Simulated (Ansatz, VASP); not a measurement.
**One calculation of Fe3Ge, two programs**

```
Fe Ge
1.0
     0.00000    2.87559    2.87559
     2.87559    0.00000    2.87559
     2.87559    2.87559    0.00000
Fe Ge
3 1
Cartesian
  2.8756 2.8756 2.8756
  1.4378 1.4378 1.4378
  4.3134 4.3134 4.3134
  0.0000 0.0000 0.0000
```

Alike in both runs: task single point; functional PBEsol; k mesh 7 × 7 × 7; occupations methfessel-paxton of order 1, width 0.1 eV; collinear spin.

```csv
,VASP,Ansatz
version,VASP 6.6.1,Ansatz 0.2.0
potentials or method,"VASP PAW PBE potentials, release 64 (Fe, Ge_d), cutoff 520 eV","plane waves, PAW"
valence electrons in the cell,38,62
```

```tsv
	VASP	Ansatz	Ansatz less VASP
net moment per atom (μB)	1.49	1.31	-0.180
size of the moment on the site where the two differ most (μB)	1.75	1.40	-0.353
```

The net moments are unlike, so the other rows may belong to different states. VASP's potentials were made for PBE, not for PBEsol. Site moments also hang on the region over which each program counts them. VASP's potentials hold 38 valence electrons a cell and Ansatz's 62, so a difference there can come from the potentials and not from the codes. Ansatz's warnings: stability check not made.
